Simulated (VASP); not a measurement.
A run of VASP 6.6.1 is set up as follows.

Contents of INCAR:

```
SYSTEM = La
PREC     = Accurate       ! precision mode
ENCUT    = 520            ! plane-wave cutoff, eV
EDIFF    = 1E-6           ! SCF threshold, eV
ISMEAR   = -1             ! smearing method
SIGMA    = 0.08           ! smearing width, eV
LREAL    = .FALSE.        ! projectors in reciprocal space
LASPH    = .TRUE.         ! aspherical terms in the spheres
NELM     = 60             ! most SCF steps
ALGO     = Normal         ! electronic algorithm
ISIF     = 2              ! what is computed and relaxed
LWAVE    = .FALSE.        ! write WAVECAR
LCHARG   = .FALSE.        ! write CHGCAR
GGA      = PE             ! functional
NBANDS   = 12             ! bands
```

The input KPOINTS:

```
regular mesh
0
G
  12 12 11
  0 0 0
```

The input POSCAR:

```
La
1.0
    2.6281862592      0.0000000000      0.0000000000
   -1.3140931296      2.2760760664      0.0000000000
    0.0000000000      0.0000000000      2.4706029419
La
1
Direct
    0.0000000000      0.0000000000      0.0000000000
```

Potentials or basis: VASP PAW PBE potentials, release 64 (La).

Command:

```console
$ cat potpaw_PBE.64/La/POTCAR > POTCAR
$ mpirun -np 1 vasp_std > vasp.out
```

(1) Predict the pressure.

Results:

(1) 168.0 GPa.
